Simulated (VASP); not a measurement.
Write the native input for VASP 6.6.1 that does the following.

| Property | Result |
| --- | --- |
| Task | relaxation of cell and atoms |
| Functional | r2SCAN |
| Dispersion | rVV10 |
| Potentials or basis | VASP PAW PBE potentials, release 64 (Mg, Pb_d, Se) |
| Cutoff | 600 eV |
| k mesh | 6 × 6 × 2 |
| Occupations | fermi-dirac, width 0.03 eV |
| Spin | no spin polarisation |
| Dipole correction | no |
| Further INCAR settings | ALGO = Normal; EDIFF = 1e-06; IBRION = 2; EDIFFG = -0.01; NSW = 100; ISIF = 3 |

The system is MgPb2Se3.

```
CELL_PARAMETERS angstrom
4.15642 0.00000 0.00000
-2.07821 3.59956 0.00000
0.00000 0.00000 10.31876
ATOMIC_POSITIONS crystal
Mg 0.00000 0.00000 0.00000
Pb 0.33333 0.66667 0.67732
Pb 0.66667 0.33333 0.32268
Se 0.33333 0.66667 0.13961
Se 0.66667 0.33333 0.86039
Se 0.00000 0.00000 0.50000
```

One way to write it, as run:

POSCAR

```
MgPb2Se3
1.0
    4.1564162945      0.0000000000      0.0000000000
   -2.0782081473      3.5995620998      0.0000000000
    0.0000000000      0.0000000000     10.3187604067
Mg Pb Se
1 2 3
Direct
    0.0000000000      0.0000000000      0.0000000000
    0.3333333333      0.6666666667      0.6773169132
    0.6666666667      0.3333333333      0.3226830868
    0.3333333333      0.6666666667      0.1396076121
    0.6666666667      0.3333333333      0.8603923879
    0.0000000000      0.0000000000      0.5000000000
```

INCAR.step1

```
  PREC = Accurate
  ENCUT = 600
  ISMEAR = -1
  SIGMA = 0.03
  LREAL = False
  LASPH = True
  NELM = 80
  GGA = PE
  ALGO = Normal
  EDIFF = 1E-4
  LWAVE = True
  LCHARG = False
```

INCAR.step2

```
  PREC = Accurate
  ENCUT = 600
  EDIFF = 1E-6
  ISMEAR = -1
  SIGMA = 0.03
  LREAL = False
  LASPH = True
  NELM = 80
  ALGO = Normal
  ISIF = 3
  LWAVE = False
  LCHARG = False
  METAGGA = R2SCAN
  LMIXTAU = True
  LUSE_VDW = True
  IVDW_NL = 2
  BPARAM = 11.95
  CPARAM = 0.0093
  IBRION = 2
  NSW = 100
  EDIFFG = -0.01
  ISTART = 1
```

KPOINTS

```
Automatic mesh
0
Gamma
  6 6 2
```

Potentials or basis: VASP PAW PBE potentials, release 64 (Mg, Pb_d, Se).

Run with:

```console
$ cat potpaw_PBE.64/Mg/POTCAR potpaw_PBE.64/Pb_d/POTCAR potpaw_PBE.64/Se/POTCAR > POTCAR
$ cp INCAR.step1 INCAR
$ mpirun -np 1 vasp_std > vasp.out
$ cp INCAR.step2 INCAR
$ mpirun -np 1 vasp_std > vasp.out
```

It gave:

```yaml
Relaxed_volume: 26.11 Å³/atom
Relaxed_cell: a = 4.167 Å, b = 4.167 Å, c = 10.420 Å, α = 90.00°, β = 90.00°, γ = 120.00°
Space_group_after_relaxing_to_0.1_Å: P-3m1 (No. 164)
Energy_gained_by_relaxing: 1.3 meV/atom
Ionic_steps: 9
Pressure_after_relaxing: 0.0 GPa
Largest_force_after_relaxing: 0.006 eV/Å
Band_gap_on_the_k_mesh: 0.63 eV (least direct gap 0.92 eV)
```

Caveat: the PAW data sets were made with another functional, which shifts forces and pressure a little; spin-orbit coupling is left out, which moves the levels of the heavy elements.

It took 22 min on 1 thread of Intel(R) Xeon(R) 6975P-C (Granite Rapids) (shared host), peak memory 0.78 GiB.
